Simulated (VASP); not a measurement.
## NaCrF3: density of states with PBE

Crystal: NaCrF3.

```
CELL_PARAMETERS angstrom
4.32846 0.00000 0.00000
0.00000 4.32846 0.00000
0.00000 0.00000 4.32846
ATOMIC_POSITIONS crystal
Cr 0.00000 0.00000 0.00000
F 0.50000 0.00000 0.00000
F 0.00000 0.50000 0.00000
F 0.00000 0.00000 0.50000
Na 0.50000 0.50000 0.50000
```

```
Program                 : VASP 6.6.1
Task                    : density of states
Functional              : PBE
Potentials or basis     : VASP PAW PBE potentials, release 64 (Cr_pv, F, Na_pv)
Cutoff                  : 520 eV
k mesh                  : 6 × 6 × 6
Occupations             : fermi-dirac, width 0.033 eV
Spin                    : collinear spin, ferromagnetic start
Starting moments        : [4.0, 0.0, 0.0, 0.0, 0.0] μB
Dipole correction       : no
k mesh for the DOS      : 9 × 9 × 9
Occupations for the DOS : tetrahedron
Further INCAR settings  : ALGO = Normal; EDIFF = 1e-06
```

```yaml
Net_moment: 4.00 μB per cell
Site_moments: Cr +3.73; F +0.01; Na +0.00 μB
Valence_electrons_inside_the_program's_atomic_spheres: Cr 10.35; F 6.06; Na 5.96
```

Levels at points of the mesh, in eV from the Fermi level:
Spin up:
```
           k point  band 19  band 20  band 21  band 22  band 23  band 24  band 25  band 26
(0.00, 0.00, 0.00)    -1.70    -1.70    -1.70    -0.74    -0.74    -0.09     5.60     6.15
```
Spin down:
| k point | band 16 | band 17 | band 18 | band 19 | band 20 | band 21 |
| --- | --- | --- | --- | --- | --- | --- |
| (0.00, 0.00, 0.00) | -5.37 | -5.37 | -5.37 | 0.19 | 1.96 | 1.96 |

Wall time 2.6 min on 1 thread of Oxide Virtual Turin-like Processor (shared host), peak memory 0.23 GiB.

Caveat: a cell with one magnetic atom can't hold antiferromagnetic order, which such compounds often take; semilocal functionals often make such compounds metallic where correlation or magnetic order opens a gap, which also shifts bond lengths.
